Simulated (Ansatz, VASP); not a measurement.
## P in VASP and in Ansatz

Contents of INCAR:

```
SYSTEM = P
PREC = Accurate
ENCUT = 520
EDIFF = 1E-6
ISMEAR = 0
SIGMA = 0.1
LREAL = .False.
LASPH = .True.
NELM = 60
ALGO = Normal
ISIF = 2
LWAVE = .False.
LCHARG = .False.
GGA = PE
NBANDS = 42
```

KPOINTS

```
Automatic mesh
0
Gamma
  6 6 1
  0 0 0
```

Contents of POSCAR:

```
P
1.0
    3.4946063900      0.0000000000      0.0000000000
   -1.7473031900      3.0264179100      0.0000000000
    0.0000000000      0.0000000000     17.1199899600
P
12
Direct
    0.0000000000      0.0000000000      0.1875000000
    0.0000000000      0.0000000000      0.6875000000
    0.0000000000      0.0000000000      0.3125000000
    0.0000000000      0.0000000000      0.8125000000
    0.3333333300      0.6666666700      0.5208299800
    0.6666666700      0.3333333300      0.0208299800
    0.3333333300      0.6666666700      0.9791700200
    0.6666666700      0.3333333300      0.4791700200
    0.3333333300      0.6666666700      0.6458299800
    0.6666666700      0.3333333300      0.1458299800
    0.3333333300      0.6666666700      0.8541700200
    0.6666666700      0.3333333300      0.3541700200
```

Input for Ansatz:

```yaml
crystal:
  lattice:
    - [3.49460639, 0.0, 0.0]
    - [-1.74730319, 3.02641791, 0.0]
    - [0.0, 0.0, 17.11998996]
  atoms:
    - { symbol: P, position: [0.0, 0.0, 0.1875] }
    - { symbol: P, position: [0.0, 0.0, 0.6875] }
    - { symbol: P, position: [0.0, 0.0, 0.3125] }
    - { symbol: P, position: [0.0, 0.0, 0.8125] }
    - { symbol: P, position: [0.33333333, 0.66666667, 0.52082998] }
    - { symbol: P, position: [0.66666667, 0.33333333, 0.02082998] }
    - { symbol: P, position: [0.33333333, 0.66666667, 0.97917002] }
    - { symbol: P, position: [0.66666667, 0.33333333, 0.47917002] }
    - { symbol: P, position: [0.33333333, 0.66666667, 0.64582998] }
    - { symbol: P, position: [0.66666667, 0.33333333, 0.14582998] }
    - { symbol: P, position: [0.33333333, 0.66666667, 0.85417002] }
    - { symbol: P, position: [0.66666667, 0.33333333, 0.35417002] }
basis:
  ecutwfc: 420
kpoints:
  mp_grid: { grid: [6, 6, 1] }
hamiltonian:
  xc: pbe
scf:
  occupations: { method: gaussian, width: 0.1 }
  lower_state_search: "off"
output:
  forces: true
  stress: true
  eigenvalues: true
```

Alike in both runs: task single point; functional PBE; k mesh 6 × 6 × 1; occupations gaussian, width 0.1 eV; no spin polarisation.

|  | VASP | Ansatz |
| --- | --- | --- |
| version | VASP 6.6.1 | Ansatz 0.2.0 |
| potentials or method | VASP PAW PBE potentials, release 64 (P), cutoff 520 eV | scalar-relativistic, plane waves, PAW |
| valence electrons in the cell | 60 | 60 |

VASP gave:

- gap on the k mesh at the Fermi level (eV): none
- pressure (GPa): 23.7
- traceless stress, the component that is largest in VASP (GPa): 2.96
- rms of the force components (eV/Å): 0.142

Estimate Ansatz's values.

gap on the k mesh at the Fermi level (eV): none; pressure (GPa): 24.2; traceless stress, the component that is largest in VASP (GPa): 2.91; rms of the force components (eV/Å): 0.140.

Atom by atom the forces differ by 0.002 eV/Å (rms over components). A gap of «none» marks a metal or a gap that the smearing closes.

The k mesh is coarse, so the values compare programs but aren't converged.
